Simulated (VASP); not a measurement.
A run of VASP 6.6.1:

Contents of INCAR:

```
SYSTEM = LiBr
  PREC = Accurate
  ENCUT = 750
  EDIFF = 1E-6
  ISMEAR = 0
  SIGMA = 0.01
  LREAL = .FALSE.
  LASPH = .TRUE.
  NELM = 120
  ALGO = Normal
  ISIF = 2
  LWAVE = .FALSE.
  LCHARG = .TRUE.
  GGA = PE
  LELF = .TRUE.
  LVHAR = .TRUE.
  NBANDS = 12
  GGA_COMPAT = .FALSE.
```

Contents of KPOINTS:

```
regular mesh
0
G
  6 6 6
  0 0 0
```

File POSCAR:

```
LiBr
1.0
    0.0000000000      2.7395650468      2.7395650468
    2.7395650468      0.0000000000      2.7395650468
    2.7395650468      2.7395650468      0.0000000000
Li Br
1 1
Direct
    0.0000000000      0.0000000000      0.0000000000
    0.5000000000      0.5000000000      0.5000000000
```

Potentials or basis: VASP PAW PBE potentials, release 64 (Li_sv, Br).

Launch:

```sh
$ cat potpaw_PBE.64/Li_sv/POTCAR potpaw_PBE.64/Br/POTCAR > POTCAR
$ mpirun -np 1 vasp_std > vasp.out
```

Hardware: 1 thread of AMD EPYC 7R13 Processor (Zen 3), on a shared host.

Task: How long does it take, and how much memory?

Result: Wall time 14 s on 1 thread of AMD EPYC 7R13 Processor (Zen 3), on a shared host, peak memory 0.18 GiB. Counts: scf iterations 12, k points 16.
